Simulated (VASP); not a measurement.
A run of VASP 6.6.1:

Contents of INCAR:

```
PREC = Accurate
ENCUT = 520
EDIFF = 1E-6
ISMEAR = 0
SIGMA = 0.1
LREAL = F
LASPH = T
NELM = 60
ALGO = Fast
ISIF = 2
LWAVE = F
LCHARG = F
GGA = PS
NBANDS = 32
```

KPOINTS

```
Automatic mesh
0
Gamma
  15 15 4
```

The input POSCAR:

```
Cd
1.0
    3.0754062212      0.0000000000      0.0000000000
   -1.5377031106      2.6633799145      0.0000000000
    0.0000000000      0.0000000000      9.4324111256
Cd
4
Direct
    0.0000000000      0.0000000000      0.0000000000
    0.3333333300      0.6666666700      0.2500000000
    0.0000000000      0.0000000000      0.5000000000
    0.6666666700      0.3333333300      0.7500000000
```

Potentials or basis: VASP PAW PBE potentials, release 64 (Cd).

Run with:

```bash
$ cat potpaw_PBE.64/Cd/POTCAR > POTCAR
$ mpirun -np 1 vasp_std > vasp.out
```

Hardware: 1 thread of Intel(R) Xeon(R) Platinum 8175M CPU @ 2.50GHz (Skylake/Cascade Lake), on a shared host.

Task: How long does it take, and how much memory?

Result: Wall time 2.4 min on 1 thread of Intel(R) Xeon(R) Platinum 8175M CPU @ 2.50GHz (Skylake/Cascade Lake), on a shared host, peak memory 0.28 GiB. Counts: scf iterations 12, k points 81.
